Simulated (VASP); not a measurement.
Set up this calculation in VASP 6.6.1, as the native input.

| Property | Result |
| --- | --- |
| Task | single point |
| Functional | LDA |
| Potentials or basis | VASP PAW LDA potentials, release 64 (La) |
| Cutoff | 520 eV |
| k mesh | 11 × 11 × 6 |
| Occupations | fermi-dirac, width 0.05 eV |
| Spin | no spin polarisation |
| Dipole correction | no |
| Further INCAR settings | ALGO = Normal; EDIFF = 1e-07; NBANDS = 18 |

The structure of La lies in POSCAR:

```
La
1.0
    3.6993201345      0.0000000000      0.0000000000
   -1.8496600672      3.2037052131      0.0000000000
    0.0000000000      0.0000000000      5.9879629165
La
2
Direct
    0.3333333333      0.6666666667      0.2500000000
    0.6666666667      0.3333333333      0.7500000000
```

These files were run (other wordings do the same):

INCAR

```
SYSTEM = La
PREC = Accurate ; ENCUT = 520
EDIFF = 1E-7 ; ISMEAR = -1
SIGMA = 0.05 ; LREAL = .FALSE.
LASPH = .TRUE. ; NELM = 60
ALGO = Normal ; ISIF = 2
LWAVE = .FALSE. ; LCHARG = .FALSE.
GGA = CA ; NBANDS = 18
```

KPOINTS

```
regular mesh
0
G
  11 11 6
  0 0 0
```

Potentials or basis: VASP PAW LDA potentials, release 64 (La).

Command:

```sh
$ cat potpaw_LDA.64/La/POTCAR > POTCAR
$ mpirun -np 1 vasp_std > vasp.out
```

It gave:

```yaml
Pressure: -2.2 GPa
Band_gap_on_the_k_mesh: zero (bands 11 and 12 overlap by 1.45 eV)
```

Caveat: spin-orbit coupling is left out, which moves the levels of the heavy elements.

Wall time 2.2 min on 1 thread of Intel Xeon 8259CL, on a shared host, peak memory 0.22 GiB.
